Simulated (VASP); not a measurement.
# SiO (I-4m2) in VASP: notebook

SiO is run at these levels: PBE; tasks: single point.

Program: VASP 6.6.1. These are calculated values, not measurements. Logs are shortened: lines on timing, memory, paths and dates and some standing lists are left out, and cuts for length are marked.

## Step 1: The cell of the first run

Symmetry: I-4m2, No. 119, tetragonal system. The conventional cell has a = 3.476 Å, b = 3.476 Å, c = 4.867 Å, α = 90.00°, β = 90.00°, γ = 90.00°. Within 2.8 Å of Si (site symmetry -4m2) lie 4 O at 2.12 Å. O (site symmetry -4m2) has 4 Si at 2.12 Å within 2.8 Å.

## Step 2: Single point, PBE

Input file INCAR:

```
ALGO = Normal
EDIFF = 1E-6
ENCUT = 520
GGA = PE
ISIF = 2
ISMEAR = -1
LASPH = T
LCHARG = F
LREAL = F
LWAVE = F
NBANDS = 12
NELM = 80
PREC = Accurate
SIGMA = 0.05
```

Input file KPOINTS:

```
k-points
0
Gamma
  8 8 8
```

Input file POSCAR:

```
SiO
1.0
    0.0000000000      2.4579764000      2.4336400000
    2.4579764000      0.0000000000      2.4336400000
    2.4579764000      2.4579764000      0.0000000000
Si O
1 1
Direct
    0.7500000000      0.7500000000      0.7500000000
    0.0000000000      0.0000000000      0.0000000000
```

Potentials or basis: VASP PAW PBE potentials, release 64 (Si, O).

Launch:

```
cat potpaw_PBE.64/Si/POTCAR potpaw_PBE.64/O/POTCAR > POTCAR
mpirun -np 1 vasp_std > vasp.out
```

OUTCAR:

```text
EDIFF = 1E-6
   ENCUT = 520
   GGA = PE
   ISIF = 2
   ISMEAR = -1
   LASPH = T
   LREAL = F
   NELM = 80
   PREC = Accurate

 ion  position               nearest neighbor table
   1  0.750  0.750  0.750-   2 2.12   2 2.12   2 2.12   2 2.12
   2  0.000  0.000  0.000-   1 2.12   1 2.12   1 2.12   1 2.12

  LATTYP: Found a body centered tetragonal cell.
 ALAT       =     3.4761035609
 C/A-ratio  =     1.4002114479

  Lattice vectors:

 A1 = (   0.0000000000,  -2.4579764000,  -2.4336400000)
 A2 = (   0.0000000000,   2.4579764000,  -2.4336400000)
 A3 = (   2.4579764000,   0.0000000000,   2.4336400000)

Analysis of symmetry for initial positions (statically):
=====================================================================
 Subroutine PRICEL returns:
 Original cell was already a primitive cell.

 Routine SETGRP: Setting up the symmetry group for a
 body centered tetragonal supercell.

 Subroutine GETGRP returns: Found  8 space group operations
 (whereof  8 operations were pure point group operations)
 out of a pool of 16 trial point group operations.

The static configuration has the point symmetry D_2d.

Analysis of symmetry for dynamics (positions and initial velocities):
=====================================================================
 Subroutine PRICEL returns:
 Original cell was already a primitive cell.

 Routine SETGRP: Setting up the symmetry group for a
 body centered tetragonal supercell.

 Subroutine GETGRP returns: Found  8 space group operations
 (whereof  8 operations were pure point group operations)
 out of a pool of 16 trial point group operations.

The dynamic configuration has the point symmetry D_2d.

 Subroutine INISYM returns: Found  8 space group operations
 (whereof  8 operations are pure point group operations),
 and found     1 'primitive' translations

----------------------------------------------------------------------------------------

                                     Primitive cell

  volume of cell :      29.4064

  direct lattice vectors                    reciprocal lattice vectors
     0.000000000  2.457976400  2.433640000    -0.203419366  0.203419366  0.205453559
     2.457976400  0.000000000  2.433640000     0.203419366 -0.203419366  0.205453559
     2.457976400  2.457976400  0.000000000     0.203419366  0.203419366 -0.205453559

  length of vectors
     3.458937934  3.458937934  3.476103561     0.353511021  0.353511021  0.353511021

[... 89 lines left out ...]
   TEBEG  =    0.0;   TEEND  =   0.0 temperature during run
   PSTRESS=    0.0 pullay stress
   NELECT =      10.0000    total number of electrons
   NUPDOWN=      -1.0000    fix difference up-down
   EMIN   =  10.00;   EMAX   =-10.00  energy-range for DOS
   EFERMI =   0.00;   METHOD = LEGACY
   ISMEAR =    -1;   SIGMA  =   0.05  broadening in eV -4-tet -1-fermi 0-gaus
   EFERMI_NEDOS =   21; number of points for ismear=-14 and -15
   IALGO  =     38    algorithm
   IMIX   =      4    mixing-type and parameters
     AMIX     =   0.40;   BMIX     =  1.00
     AMIX_MAG =   1.60;   BMIX_MAG =  1.00
  volume/ion in A,a.u.               =      14.70        99.22
  Fermi-wavevector in a.u.,A,eV,Ry     =   1.142688  2.159367 17.765608  1.305735
  Thomas-Fermi vector in A             =   2.279385
   LORBIT       =      0    0 simple, 1 ext, 2 COOP (PROOUT), +10 PAW based schemes
   GGA     = PE    functional components
   LHFCALC =     F    Hartree Fock is set to
   AEXX    =    0.0000 exact exchange contribution
   IVDW    =     0    specifies the selected vdW correction
   LEPSILON=     F    determine dielectric tensor
   LRPA    =     F    only Hartree local field effects (RPA)
 non-spin polarized calculation
  energy-cutoff  :      520.00
  volume of cell :       29.41
 maximum number of plane-waves:       813
 NGX is ok and might be reduce to    28
   NGX = 13   NGY = 13   NGZ = 13

 number of electron      10.0000004 magnetization

 Free energy of the ion-electron system (eV)
  ---------------------------------------------------
  ext. energy  EPLUGINS =         0.00000000
  ---------------------------------------------------
  free energy    TOTEN  =       -11.01289739 eV

  energy without entropy =      -11.00745170  energy(sigma->0) =      -11.01017454

 E-fermi :   6.0144     XC(G=0):  -9.8396

 val. band max:        5.9158664662   @ k =   0.5000   0.0000   0.5000
 cond. band min:       6.0453275445   @ k =   0.3750   0.3750   0.0000
 fundamental gap:      0.1294610783
 Fermi energy:         6.0143597500

 k-point     1 :       0.0000    0.0000    0.0000
  band No.  band energies     occupation
      1     -14.6435      2.00000
      2      -0.0250      2.00000
      3       0.8719      2.00000
      4       0.8719      2.00000
      5       0.9085      2.00000
      6       9.6631      0.00000
      7       9.6861      0.00000
      8       9.6861      0.00000
      9      16.2821      0.00000
     10      17.4289      0.00000
     11      17.6522      0.00000
     12      18.1641      0.00000
[... 331 lines left out ...]
 k-point    24 :       0.3750    0.0000    0.1250
  band No.  band energies     occupation
      1     -14.1412      2.00000
      2      -2.9104      2.00000
      3       0.1799      2.00000
      4       0.3615      2.00000
      5       3.9835      2.00000
      6       7.7508      0.00000
      7       9.6849      0.00000
      8      10.2268      0.00000
      9      14.3892      0.00000
     10      17.0547      0.00000
     11      17.5056      0.00000
     12      19.9244      0.00000

 [... further k-points ...]

------------------------ aborting loop because EDIFF is reached ----------------------------------------

  FORCE on cell =-STRESS in cart. coord.  units (eV):
  Direction    XX          YY          ZZ          XY          YZ          ZX
  --------------------------------------------------------------------------------------
  -------------------------------------------------------------------------------------
  Total       -0.1939266     -0.1939266     -0.2529765      0.0000000      0.0000000      0.0000000
  in kB      -10.5658946    -10.5658946    -13.7831693      0.0000000      0.0000000      0.0000000
  external PRESSURE =     -11.6383195 kB  Pullay stress =       0.0000000 kB

 VOLUME and BASIS-vectors are now :
 -----------------------------------------------------------------------------
  energy-cutoff  :      520.00
  volume of cell :       29.41
      direct lattice vectors                 reciprocal lattice vectors
     0.000000000  2.457976400  2.433640000    -0.203419366  0.203419366  0.205453559
     2.457976400  0.000000000  2.433640000     0.203419366 -0.203419366  0.205453559
     2.457976400  2.457976400  0.000000000     0.203419366  0.203419366 -0.205453559

 POSITION                                       TOTAL-FORCE (eV/Angst)
 -----------------------------------------------------------------------------------
      3.68696      3.68696      3.65046        -0.000000     -0.000000      0.000000
      0.00000      0.00000      0.00000         0.000000      0.000000     -0.000000
 -----------------------------------------------------------------------------------
    total drift:                                0.000000      0.000000     -0.000000

  FREE ENERGIE OF THE ION-ELECTRON SYSTEM (eV)
  ---------------------------------------------------
  free  energy   TOTEN  =       -11.0128973873 eV

  energy  without entropy=      -11.0074517009  energy(sigma->0) =      -11.01017454
```

OSZICAR:

```text
N       E                     dE             d eps       ncg     rms          rms(c)
DAV:   1     0.164172573547E+02    0.16417E+02   -0.43851E+03  1416   0.717E+02
DAV:   2    -0.112126757235E+02   -0.27630E+02   -0.26086E+02  1824   0.123E+02
DAV:   3    -0.123509420348E+02   -0.11383E+01   -0.11303E+01  1792   0.218E+01
DAV:   4    -0.123554656961E+02   -0.45237E-02   -0.45231E-02  1564   0.169E+00
DAV:   5    -0.123554923928E+02   -0.26697E-04   -0.26696E-04  1792   0.131E-01    0.754E+00
DAV:   6    -0.112768757728E+02    0.10786E+01   -0.16786E+01  1524   0.209E+01    0.468E+00
DAV:   7    -0.110227234831E+02    0.25415E+00   -0.19042E+00  1560   0.709E+00    0.153E+00
DAV:   8    -0.110139778805E+02    0.87456E-02   -0.11461E-01  1612   0.267E+00    0.458E-01
DAV:   9    -0.110128443634E+02    0.11335E-02   -0.21739E-03  1736   0.375E-01    0.190E-01
DAV:  10    -0.110128935704E+02   -0.49207E-04   -0.37446E-04  1624   0.139E-01    0.301E-02
DAV:  11    -0.110128955647E+02   -0.19944E-05   -0.20650E-05  1748   0.392E-02    0.554E-03
DAV:  12    -0.110128975511E+02   -0.19864E-05   -0.48690E-06  1684   0.125E-02    0.342E-03
DAV:  13    -0.110128973873E+02    0.16387E-06   -0.11934E-06  1108   0.585E-03
   1 F= -.11012897E+02 E0= -.11010175E+02  d E =-.544569E-02
```

Run time: 38 s. Hardware: 1 thread of Intel Xeon 8259CL, shared host; peak memory 0.16 GiB.

What came out:

- Free energy: -11.0129 eV
- Pressure: -1.2 GPa
- Band gap on the k mesh: zero (bands 5 and 6 overlap by 0.58 eV)

Stress tensor (GPa, compression positive):
```
-1.06  0.00  0.00
 0.00 -1.06  0.00
 0.00  0.00 -1.38
```

Levels at points of the mesh, in eV from the Fermi level:
| k point | band 1 | band 2 | band 3 | band 4 | band 5 | band 6 | band 7 | band 8 | band 9 | band 10 |
| --- | --- | --- | --- | --- | --- | --- | --- | --- | --- | --- |
| (0.00, 0.00, 0.00) | -20.66 | -6.04 | -5.14 | -5.14 | -5.11 | 3.65 | 3.67 | 3.67 | 10.27 | 11.41 |
| (0.50, 0.00, 0.00) | -20.04 | -9.51 | -5.56 | -5.51 | -2.40 | 2.01 | 3.83 | 3.91 | 9.61 | 10.90 |
| (0.50, 0.50, 0.00) | -19.84 | -9.23 | -6.38 | -6.38 | -1.33 | -0.18 | 5.32 | 5.32 | 5.61 | 10.56 |
| (0.50, 0.00, 0.50) | -19.85 | -9.30 | -6.34 | -6.32 | -1.31 | -0.10 | 5.29 | 5.41 | 5.56 | 10.54 |

## Step 3: Single point, PBE

This run uses another cell than the first one, of 15.00 Å³/atom.

Input file INCAR:

```
SYSTEM = SiO
ALGO = Normal
EDIFF = 1E-6
ENCUT = 520
GGA = PE
ISIF = 2
ISMEAR = -1
LASPH = .TRUE.
LCHARG = .FALSE.
LREAL = .FALSE.
LWAVE = .FALSE.
NBANDS = 12
NELM = 60
PREC = Accurate
SIGMA = 0.05
```

Input file KPOINTS:

```
k-points
0
G
  8 8 8
  0 0 0
```

Input file POSCAR:

```
SiO
1.0
    0.0000000000      2.4823128000      2.4336400000
    2.4823128000      0.0000000000      2.4336400000
    2.4823128000      2.4823128000      0.0000000000
Si O
1 1
Direct
    0.7500000000      0.7500000000      0.7500000000
    0.0000000000      0.0000000000      0.0000000000
```

Potentials or basis: VASP PAW PBE potentials, release 64 (Si, O).

Launch:

```
cat potpaw_PBE.64/Si/POTCAR potpaw_PBE.64/O/POTCAR > POTCAR
mpirun -np 1 vasp_std > vasp.out
```

Wall time 32 s (1 thread of Intel Xeon 8259CL, shared host); peak memory 0.16 GiB.

Results (log left out):

| Property | Result |
| --- | --- |
| Free energy | -11.0076 eV |
| Pressure | -2.3 GPa |
| Band gap on the k mesh | zero (bands 5 and 6 overlap by 0.62 eV) |

Stress tensor (GPa, compression positive):
```
-2.15  0.00  0.00
 0.00 -2.15  0.00
 0.00  0.00 -2.75
```

Levels at points of the mesh, in eV from the Fermi level:
```
           k point  band 1  band 2  band 3  band 4  band 5  band 6  band 7  band 8  band 9  band 10
(0.00, 0.00, 0.00)  -20.43   -6.01   -4.98   -4.98   -4.91    3.63    3.67    3.67   10.15    11.31
(0.50, 0.00, 0.00)  -19.83   -9.32   -5.41   -5.31   -2.39    2.05    3.80    3.96    9.58    10.86
(0.50, 0.50, 0.00)  -19.63   -9.00   -6.22   -6.22   -1.23   -0.23    5.26    5.26    5.70    10.47
(0.50, 0.00, 0.50)  -19.65   -9.15   -6.13   -6.11   -1.20   -0.08    5.19    5.44    5.61    10.44
```
